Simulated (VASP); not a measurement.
Crystal: Cu.

```
Cu
1.0
     0.00000    1.84295    1.84295
     1.84295    0.00000    1.84295
     1.84295    1.84295    0.00000
Cu
1
Direct
  0.00000 0.00000 0.00000
```

Base run:

```yaml
Program: VASP 6.6.1
Functional: PBEsol
Dispersion: D3(BJ)
Potentials_or_basis: VASP PAW PBE potentials, release 64 (Cu)
Cutoff: 600 eV
k_mesh: 13 × 13 × 13
Occupations: fermi-dirac, width 0.05 eV
Spin: no spin polarisation
```

Its results: pressure -19.0 GPa.

After a change of settings the same cell gave: pressure -12.6 GPa. Which change was it?
A. functional from PBEsol to PBE
B. functional from PBEsol to revPBE; dispersion from D3(BJ) to D4
C. functional from PBEsol to revPBE
D. functional from PBEsol to BLYP; dispersion from D3(BJ) to D4

A.

PBE binds less tightly than PBEsol, so the same cell stands under more pressure.

Caveats: pairwise dispersion overbinds metals, which lowers pressure and volume; the PAW data sets were made with another functional, which shifts forces and pressure a little (some runs).
